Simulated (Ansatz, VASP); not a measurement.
## Two plane-wave programs on NaI

File POSCAR:

```
NaI
1.0
    0.0000000000      2.8834497633      4.0771979653
    2.8834497633      0.0000000000      4.0771979653
    2.8834497633      2.8834497633      0.0000000000
Na I
1 1
Direct
    0.0000000000      0.0000000000      0.0000000000
    0.5000000000      0.5000000000      0.5000000000
```

File INCAR.step1:

```
PREC     = Accurate       # precision mode
ENCUT    = 520            # plane-wave cutoff, eV
ISMEAR   = 0              # smearing method
SIGMA    = 0.05           # smearing width, eV
LREAL    = False          # projectors in reciprocal space
LASPH    = True           # aspherical terms in the spheres
NELM     = 80             # most SCF steps
NBANDS   = 14             # bands
GGA      = PE             # functional
ALGO     = Normal         # electronic algorithm
EDIFF    = 1E-4           # SCF threshold, eV
LWAVE    = True           # write WAVECAR
LCHARG   = False          # write CHGCAR
```

INCAR.step2

```
PREC     = Accurate       # precision mode
ENCUT    = 520            # plane-wave cutoff, eV
EDIFF    = 1E-6           # SCF threshold, eV
ISMEAR   = 0              # smearing method
SIGMA    = 0.05           # smearing width, eV
LREAL    = False          # projectors in reciprocal space
LASPH    = True           # aspherical terms in the spheres
NELM     = 80             # most SCF steps
ALGO     = Normal         # electronic algorithm
ISIF     = 2              # what is computed and relaxed
LWAVE    = False          # write WAVECAR
LCHARG   = False          # write CHGCAR
METAGGA  = R2SCAN         # meta-GGA
LMIXTAU  = True         
NBANDS   = 14             # bands
ISTART   = 1
```

The input KPOINTS:

```
regular mesh
0
Gamma
  8 8 8
```

Input for Ansatz:

```yaml
crystal:
  lattice:
    - [0.0, 2.8834497633, 4.0771979653]
    - [2.8834497633, 0.0, 4.0771979653]
    - [2.8834497633, 2.8834497633, 0.0]
  atoms:
    - { symbol: Na, position: [0.0, 0.0, 0.0] }
    - { symbol: I, position: [0.5, 0.5, 0.5] }
basis:
  ecutwfc: 500
kpoints:
  mp_grid: { grid: [8, 8, 8] }
hamiltonian:
  xc: r2scan
scf:
  occupations: { method: gaussian, width: 0.05 }
output:
  forces: true
  stress: true
  eigenvalues: true
```

Alike in both runs: task single point; functional r2SCAN; k mesh 8 × 8 × 8; occupations gaussian, width 0.05 eV; no spin polarisation.

|  | VASP | Ansatz |
| --- | --- | --- |
| version | VASP 6.6.1 | Ansatz 0.2.0 |
| potentials or method | VASP PAW PBE potentials, release 64 (Na_pv, I), cutoff 520 eV | scalar-relativistic, plane waves, PAW |
| valence electrons in the cell | 14 | 26 |

|  | VASP | Ansatz | Ansatz less VASP |
| --- | --- | --- | --- |
| gap on the k mesh at the Fermi level (eV) | 4.40 | 4.40 | +0.001 |
| least direct gap on the mesh (eV) | 4.45 | 4.46 | +0.013 |
| pressure (GPa) | 4.3 | 4.4 | +0.09 |
| traceless stress, the component that is largest in VASP (GPa) | -5.73 | -5.80 | -0.070 |

VASP's potentials were made for PBE, not for r2SCAN. VASP's potentials hold 14 valence electrons a cell and Ansatz's 26, so a difference there can come from the potentials and not from the codes.

Spin-orbit coupling is off throughout.
